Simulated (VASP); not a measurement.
# Ge (I4_1/amd) in VASP: further runs

The runs below take Ge through relaxation of cell and atoms, single point, with LDA.

Program: VASP 6.6.1. These are calculated values, not measurements. Logs are shortened: lines on timing, memory, paths and dates and some standing lists are left out, and cuts for length are marked.

### Step 1. The cell of the first run

The structure is tetragonal, space group I4_1/amd (No. 141). The conventional cell has a = 4.287 Å, b = 4.287 Å, c = 2.358 Å, α = 90.00°, β = 90.00°, γ = 90.00°. Within 2.9 Å of Ge (site symmetry -4m2) lie 10 Ge at 2.22 to 2.78 Å.

### Step 2. Relaxation of cell and atoms, LDA, target pressure 130 GPa, at which the enthalpy is minimised

INCAR

```
ALGO = Normal ; EDIFF = 1E-6
EDIFFG = -0.005 ; ENCUT = 600
IBRION = 2 ; ISIF = 3
ISMEAR = -1 ; LASPH = T
LCHARG = F ; LREAL = F
LWAVE = F ; NELM = 60
NSW = 60 ; PREC = Accurate
PSTRESS = 1300.0 ; SIGMA = 0.08
```

KPOINTS

```
k-points
0
Gamma
  18 18 18
```

POSCAR

```
Ge
1.0
   -2.1432997680      2.1432997680      1.1788148724
    2.1432997680     -2.1432997680      1.1788148724
    2.1432997680      2.1432997680     -1.1788148724
Ge
2
Direct
   -0.3750000000     -0.1250000000     -0.2500000000
    0.3750000000      0.1250000000      0.2500000000
```

Potentials or basis: VASP PAW LDA potentials, release 64 (Ge_d).

Run with:

```sh
> cat potpaw_LDA.64/Ge_d/POTCAR > POTCAR
> mpirun -np 1 vasp_std > vasp.out
```

OUTCAR:

```text
EDIFF = 1E-6
   EDIFFG = -0.005
   ENCUT = 600
   IBRION = 2
   ISIF = 3
   ISMEAR = -1
   LASPH = T
   LREAL = F
   NELM = 60
   NSW = 60
   PREC = Accurate
   PSTRESS = 1300.0

 ion  position               nearest neighbor table
   1  0.625  0.875  0.750-   2 2.22   2 2.22   2 2.22   2 2.22   2 2.78   2 2.78   2 2.78   2 2.78

   2  0.375  0.125  0.250-   1 2.22   1 2.22   1 2.22   1 2.22   1 2.78   1 2.78   1 2.78   1 2.78

  LATTYP: Found a body centered tetragonal cell.
 ALAT       =     4.2865995360
 C/A-ratio  =     0.5500000000

  Lattice vectors:

 A1 = (  -2.1432997680,   2.1432997680,   1.1788148724)
 A2 = (   2.1432997680,  -2.1432997680,   1.1788148724)
 A3 = (   2.1432997680,   2.1432997680,  -1.1788148724)

Analysis of symmetry for initial positions (statically):
=====================================================================
 Subroutine PRICEL returns:
 Original cell was already a primitive cell.

 Routine SETGRP: Setting up the symmetry group for a
 body centered tetragonal supercell.

 Subroutine GETGRP returns: Found 16 space group operations
 (whereof  4 operations were pure point group operations)
 out of a pool of 16 trial point group operations.

The static configuration has the point symmetry C_2h.
 The point group associated with its full space group is D_4h.

Analysis of symmetry for dynamics (positions and initial velocities):
=====================================================================
 Subroutine PRICEL returns:
 Original cell was already a primitive cell.

 Routine SETGRP: Setting up the symmetry group for a
 body centered tetragonal supercell.

 Subroutine GETGRP returns: Found 16 space group operations
 (whereof  4 operations were pure point group operations)
 out of a pool of 16 trial point group operations.

The dynamic configuration has the point symmetry C_2h.
 The point group associated with its full space group is D_4h.

 Subroutine INISYM returns: Found 16 space group operations
 (whereof  4 operations are pure point group operations),
 and found     1 'primitive' translations

----------------------------------------------------------------------------------------

                                     Primitive cell

  volume of cell :      21.6606

  direct lattice vectors                    reciprocal lattice vectors
    -2.143299768  2.143299768  1.178814872     0.000000000  0.233285146  0.424154812
     2.143299768 -2.143299768  1.178814872     0.233285146  0.000000000  0.424154812
     2.143299768  2.143299768 -1.178814872     0.233285146  0.233285146  0.000000000

  length of vectors
     3.252241119  3.252241119  3.252241119     0.484075680  0.484075680  0.329915018

  position of ions in fractional coordinates (direct lattice)
     0.625000000  0.875000000  0.750000000
     0.375000000  0.125000000  0.250000000

  ion indices of the primitive-cell ions
   primitive index   ion index
                 1           1
                 2           2

----------------------------------------------------------------------------------------

 KPOINTS: k-points

Automatic generation of k-mesh.
 Grid dimensions read from file:
 generate k-points for:   18   18   18

 Generating k-lattice:

  Cartesian coordinates                     Fractional coordinates (reciprocal lattice)
     0.000000000  0.012960286  0.023564156     0.055555556  0.000000000 -0.000000000
     0.012960286  0.000000000  0.023564156     0.000000000  0.055555556 -0.000000000
     0.012960286  0.012960286  0.000000000     0.000000000  0.000000000  0.055555556

  Length of vectors
     0.026893093  0.026893093  0.018328612

  Shift w.r.t. Gamma in fractional coordinates (k-lattice)
     0.000000000  0.000000000  0.000000000

 Subroutine IBZKPT returns following result:
 ===========================================

 Found    480 irreducible k-points:

 Following reciprocal coordinates:
            Coordinates               Weight
  0.000000  0.000000  0.000000      1.000000
  0.055556 -0.000000  0.000000      8.000000
  0.111111 -0.000000  0.000000      8.000000
  0.166667 -0.000000  0.000000      8.000000
  0.222222 -0.000000  0.000000      8.000000
  0.277778 -0.000000  0.000000      8.000000
[... 16 lines left out ...]
 -0.277778  0.055556 -0.000000     16.000000
 -0.222222  0.055556 -0.000000     16.000000
 [... further k-points ...]
   k-points           NKPTS =    480   k-points in BZ     NKDIM =    480   number of bands    NBANDS=     18
   number of dos      NEDOS =    301   number of ions     NIONS =      2
   total plane-waves  NPLWV =  21952
   dimension x,y,z NGX =    28 NGY =   28 NGZ =   28
   dimension x,y,z NGXF=    56 NGYF=   56 NGZF=   56
   ions per type =               2
   NGX,Y,Z   is equivalent  to a cutoff of  14.31, 14.31, 14.31 a.u.
   NGXF,Y,Z  is equivalent  to a cutoff of  28.63, 28.63, 28.63 a.u.
 SYSTEM =  unknown system
   PREC   = accura    normal or accurate (medium, high low for compatibility)
   ISTART =      0    job   : 0-new  1-cont  2-samecut
   ICHARG =      2    charge: 1-file 2-atom 10-const
   ISPIN  =      1    spin polarized calculation?
   LNONCOLLINEAR =      F non collinear calculations
   LSORBIT =      F    spin-orbit coupling
   LASPH  =      T    aspherical Exc in radial PAW
   ENCUT  =  600.0 eV  44.10 Ry    6.64 a.u.   6.50  6.50  6.50*2*pi/ulx,y,z
   NELM   =     60;   NELMIN=  2; NELMDL= -5     # of ELM steps
   EDIFF  = 0.1E-05   stopping-criterion for ELM
   LREAL  =      F    real-space projection
   EDIFFG = -.5E-02   stopping-criterion for IOM
   NSW    =     60    number of steps for IOM
   IBRION =      2    ionic relax: 0-MD 1-quasi-New 2-CG
   NFREE  =      1    steps in history (QN), initial steepest desc. (CG)
   ISIF   =      3    stress and relaxation
   ISYM   =      2    0-nonsym 1-usesym 2-fastsym
   POTIM  = 0.5000    time-step for ionic-motion
   TEBEG  =    0.0;   TEEND  =   0.0 temperature during run
   PSTRESS= 1300.0 pullay stress
   NELECT =      28.0000    total number of electrons
   NUPDOWN=      -1.0000    fix difference up-down
   EMIN   =  10.00;   EMAX   =-10.00  energy-range for DOS
   EFERMI =   0.00;   METHOD = LEGACY
   ISMEAR =    -1;   SIGMA  =   0.08  broadening in eV -4-tet -1-fermi 0-gaus
   EFERMI_NEDOS =   21; number of points for ismear=-14 and -15
   IALGO  =     38    algorithm
   IMIX   =      4    mixing-type and parameters
     AMIX     =   0.40;   BMIX     =  1.00
     AMIX_MAG =   1.60;   BMIX_MAG =  1.00
  volume/ion in A,a.u.               =      10.83        73.09
  Fermi-wavevector in a.u.,A,eV,Ry     =   1.783352  3.370046 43.271203  3.180344
  Thomas-Fermi vector in A             =   2.847557
   LORBIT       =      0    0 simple, 1 ext, 2 COOP (PROOUT), +10 PAW based schemes
   GGA     = CA    functional components
   LHFCALC =     F    Hartree Fock is set to
   AEXX    =    0.0000 exact exchange contribution
   IVDW    =     0    specifies the selected vdW correction
   LEPSILON=     F    determine dielectric tensor
   LRPA    =     F    only Hartree local field effects (RPA)
 conjugate gradient relaxation of ions
 non-spin polarized calculation
  energy-cutoff  :      600.00
  volume of cell :       21.66
 maximum number of plane-waves:       741
 NGX is ok and might be reduce to    28
   NGX = 13   NGY = 13   NGZ = 13

--------------------------------------- Ionic step        1  -------------------------------------------

 number of electron      28.0000010 magnetization

 Free energy of the ion-electron system (eV)
  ---------------------------------------------------
  ext. energy  EPLUGINS =         0.00000000
  ---------------------------------------------------
  free energy    TOTEN  =        -6.25985109 eV

  energy without entropy =       -6.24921646  energy(sigma->0) =       -6.25453377

------------------------ aborting loop because EDIFF is reached ----------------------------------------

  FORCE on cell =-STRESS in cart. coord.  units (eV):
  Direction    XX          YY          ZZ          XY          YZ          ZX
  --------------------------------------------------------------------------------------
  -------------------------------------------------------------------------------------
  Total       18.8326080     18.8326080     17.7025608     -0.0000000      0.0000000      0.0000000
  in kB     1392.9951943   1392.9951943   1309.4087697     -0.0000000      0.0000000      0.0000000
  external PRESSURE =      65.1330528 kB  Pullay stress =    1300.0000000 kB
[... 93 lines left out ...]
  FREE ENERGIE OF THE ION-ELECTRON SYSTEM (eV)
  ---------------------------------------------------
  free  energy   TOTEN  =        -6.5160161394 eV

  energy  without entropy=       -6.5052972430  energy(sigma->0) =       -6.51065669

  enthalpy is  TOTEN    =        11.3072461407 eV   P V=       17.8232622800

[... ionic steps 4 to 7 ...]

--------------------------------------- Ionic step        8  -------------------------------------------

 number of electron      28.0000010 magnetization

------------------------ aborting loop because EDIFF is reached ----------------------------------------

  FORCE on cell =-STRESS in cart. coord.  units (eV):
  Direction    XX          YY          ZZ          XY          YZ          ZX
  --------------------------------------------------------------------------------------
  -------------------------------------------------------------------------------------
  Total       17.7086025     17.7086025     17.7545575      0.0000000     -0.0000000     -0.0000000
  in kB     1294.1563022   1294.1563022   1297.5147283      0.0000000     -0.0000000     -0.0000000
  external PRESSURE =      -4.7242225 kB  Pullay stress =    1300.0000000 kB
[... 61 lines left out ...]
  enthalpy is  TOTEN    =        11.3057063882 eV   P V=       17.7743897201

--------------------------------------- Ionic step       10  -------------------------------------------

 number of electron      28.0000010 magnetization

 Free energy of the ion-electron system (eV)
  ---------------------------------------------------
  ext. energy  EPLUGINS =         0.00000000
  ---------------------------------------------------
  free energy    TOTEN  =        -6.46948339 eV

  energy without entropy =       -6.45855587  energy(sigma->0) =       -6.46401963

 E-fermi :  14.1845     XC(G=0): -14.5811

 val. band max:       14.1712733690   @ k =  -0.1111  -0.1667   0.0556
 cond. band min:      14.1884272750   @ k =   0.4444   0.1667   0.0000
 fundamental gap:      0.0171539060
 Fermi energy:        14.1844761012

 k-point     1 :       0.0000    0.0000    0.0000
  band No.  band energies     occupation
      1     -12.1200      2.00000
      2     -11.9446      2.00000
      3     -11.9005      2.00000
      4     -11.8443      2.00000
      5     -11.3552      2.00000
      6     -11.3552      2.00000
[... 10 lines left out ...]
     17      25.6489      0.00000
     18      27.1643      0.00000
[... 466 lines left out ...]
      2     -11.8484      2.00000
      3     -11.7951      2.00000
      4     -11.6996      2.00000
      5     -11.4747      2.00000
      6     -11.4113      2.00000
[... 10 lines left out ...]
     17      20.9813      0.00000
     18      22.7585      0.00000

 [... further k-points ...]
[... 5 lines left out ...]
  --------------------------------------------------------------------------------------
  -------------------------------------------------------------------------------------
  Total       17.7787230     17.7787230     17.7845368      0.0000000     -0.0000000      0.0000000
  in kB     1300.2584127   1300.2584127   1300.6836093      0.0000000     -0.0000000      0.0000000
  external PRESSURE =       0.4001449 kB  Pullay stress =    1300.0000000 kB
[... 17 lines left out ...]
  FREE ENERGIE OF THE ION-ELECTRON SYSTEM (eV)
  ---------------------------------------------------
  free  energy   TOTEN  =        -6.4694833856 eV

  energy  without entropy=       -6.4585558719  energy(sigma->0) =       -6.46401963

  enthalpy is  TOTEN    =        11.3057062614 eV   P V=       17.7751896470

 reached required accuracy - stopping structural energy minimisation
```

Wall time 29 min (1 thread of Intel Xeon 8259CL, shared host); peak memory 0.32 GiB.

What came out:

| Property | Result |
| --- | --- |
| Free energy | -6.4695 eV |
| Relaxed volume | 10.95 Å³/atom |
| Relaxed cell | a = 3.273 Å, b = 3.273 Å, c = 3.273 Å, α = 97.38°, β = 97.38°, γ = 137.99° |
| Space group after relaxing (to 0.1 Å) | I4_1/amd (No. 141) |
| Energy change on relaxing (the run minimises the enthalpy) | -104.8 meV/atom |
| Ionic steps | 10 |
| Pressure after relaxing | 130.0 GPa |
| Band gap on the k mesh | zero (bands 14 and 15 overlap by 9.59 eV) |

The path:
| step | energy change (eV) | largest force (eV/Å) | pressure (GPa) | volume (Å³) |
| --- | --- | --- | --- | --- |
| 1 | 0.0000 | 0.0000 | 136.51 | 21.66 |
| 2 | -1.0442 | 0.0000 | 103.40 | 23.06 |
| 3 | -0.2562 | 0.0000 | 128.49 | 21.97 |
| 4 | -0.2473 | 0.0000 | 128.84 | 21.96 |
| 5 | -0.1588 | 0.0000 | 131.70 | 21.85 |
| 6 | -0.2060 | 0.0000 | 130.09 | 21.90 |
| 7 | -0.2051 | 0.0000 | 130.16 | 21.90 |
| 8 | -0.2230 | 0.0000 | 129.53 | 21.92 |
| 9 | -0.2088 | 0.0000 | 130.05 | 21.91 |
| 10 | -0.2096 | 0.0000 | 130.04 | 21.91 |

Final structure:
```cif
data_structure
_symmetry_space_group_name_H-M 'P 1'
_symmetry_Int_Tables_number 1
_cell_length_a 3.2731
_cell_length_b 3.2731
_cell_length_c 3.2731
_cell_angle_alpha 97.381
_cell_angle_beta 97.381
_cell_angle_gamma 137.994
_cell_volume 21.91
loop_
_atom_site_label
_atom_site_type_symbol
_atom_site_fract_x
_atom_site_fract_y
_atom_site_fract_z
_atom_site_occupancy
Ge1 Ge 0.62500 0.87500 0.75000 1
Ge2 Ge 0.37500 0.12500 0.25000 1
```

Levels at points of the mesh, in eV from the Fermi level:
```tsv
k point	band 12	band 13	band 14	band 15	band 16	band 17
(0.00, 0.00, 0.00)	-4.38	-4.38	-2.14	1.79	11.46	11.46
(0.50, 0.00, 0.00)	-9.99	-3.65	-2.80	-1.59	1.33	5.44
(0.50, 0.50, 0.00)	-15.09	0.30	0.30	3.13	3.13	10.90
(0.50, 0.50, 0.50)	-11.10	-10.40	-10.40	8.58	8.58	18.39
```

Caveat: the cell is relaxed towards a set pressure, so the run minimises the enthalpy, not the energy.

### Step 3. Single point, LDA

This run uses another cell than the first one, of 10.92 Å³/atom.

INCAR

```
  PREC = Accurate
  ENCUT = 520
  EDIFF = 1E-6
  ISMEAR = -1
  SIGMA = 0.08
  LREAL = False
  LASPH = True
  NELM = 100
  ALGO = Normal
  ISIF = 2
  LWAVE = False
  LCHARG = True
  LELF = True
  LVHAR = True
  NBANDS = 21
```

KPOINTS

```
Automatic mesh
0
Gamma
  18 18 18
```

POSCAR

```
Ge
1.0
   -2.1583292071      2.1583292071      1.1721417642
    2.1583292071     -2.1583292071      1.1721417642
    2.1583292071      2.1583292071     -1.1721417642
Ge
2
Direct
   -0.3750000000     -0.1250000000     -0.2500000000
    0.3750000000      0.1250000000      0.2500000000
```

Potentials or basis: VASP PAW LDA potentials, release 64 (Ge_d).

Run with:

```sh
> cat potpaw_LDA.64/Ge_d/POTCAR > POTCAR
> mpirun -np 1 vasp_std > vasp.out
```

It took 2.1 min on 1 thread of Intel Xeon 8259CL, shared host; peak memory 0.27 GiB.

Results (log left out):

```yaml
Free_energy: -6.4156 eV
Pressure: 131.6 GPa
Band_gap_on_the_k_mesh: zero (bands 14 and 15 overlap by 9.63 eV)
```

Levels at points of the mesh, in eV from the Fermi level:
```csv
k point,band 10,band 11,band 12,band 13,band 14,band 15,band 16,band 17,band 18,band 19
"(0.00, 0.00, 0.00)",-25.08,-19.31,-4.39,-4.39,-2.12,1.78,11.49,11.49,13.01,13.59
"(0.50, 0.00, 0.00)",-25.22,-10.05,-10.01,-3.66,-2.82,-1.59,1.32,5.45,8.47,11.88
"(0.50, 0.50, 0.00)",-25.38,-15.12,-15.12,0.30,0.30,3.14,3.14,10.91,10.91,15.07
"(0.50, 0.50, 0.50)",-25.51,-11.11,-11.11,-10.44,-10.44,8.59,8.59,18.45,18.45,21.26
```

Caveat: the cell stands under pressure.

### Step 4. Single point, LDA

This run uses another cell than the first one, of 10.92 Å³/atom.

INCAR

```
ALGO = Normal ; EDIFF = 1E-7
ENCUT = 520 ; ISIF = 2
ISMEAR = -1 ; LASPH = True
LCHARG = True ; LELF = True
LREAL = False ; LVHAR = True
LWAVE = False ; NBANDS = 21
NELM = 60 ; PREC = Accurate
SIGMA = 0.08
```

KPOINTS

```
k-points
0
Gamma
  18 18 18
```

POSCAR

```
Ge
1.0
   -2.1585977539      2.1585977539      1.1722769295
    2.1585977539     -2.1585977539      1.1722769295
    2.1585977539      2.1585977539     -1.1722769295
Ge
2
Direct
   -0.3750000000     -0.1250000000     -0.2500000000
    0.3750000000      0.1250000000      0.2500000000
```

Run with:

```sh
> cat potpaw_LDA.64/Ge_d/POTCAR > POTCAR
> mpirun -np 1 vasp_std > vasp.out
```

It took 2.3 min on 1 thread of Intel Xeon 8259CL, shared host; peak memory 0.27 GiB.

Results (log left out):

```yaml
Free_energy: -6.4221 eV
Pressure: 131.3 GPa
Band_gap_on_the_k_mesh: zero (bands 14 and 15 overlap by 9.62 eV)
```

Levels at points of the mesh, in eV from the Fermi level:
```
           k point  band 11  band 12  band 13  band 14  band 15  band 16  band 17  band 18
(0.00, 0.00, 0.00)   -19.30    -4.39    -4.39    -2.12     1.78    11.49    11.49    13.00
(0.50, 0.00, 0.00)   -10.05   -10.01    -3.66    -2.82    -1.59     1.32     5.45     8.47
(0.50, 0.50, 0.00)   -15.12   -15.12     0.30     0.30     3.14     3.14    10.91    10.91
(0.50, 0.50, 0.50)   -11.11   -11.11   -10.43   -10.43     8.58     8.58    18.44    18.44
```

Caveat: the cell stands under pressure.
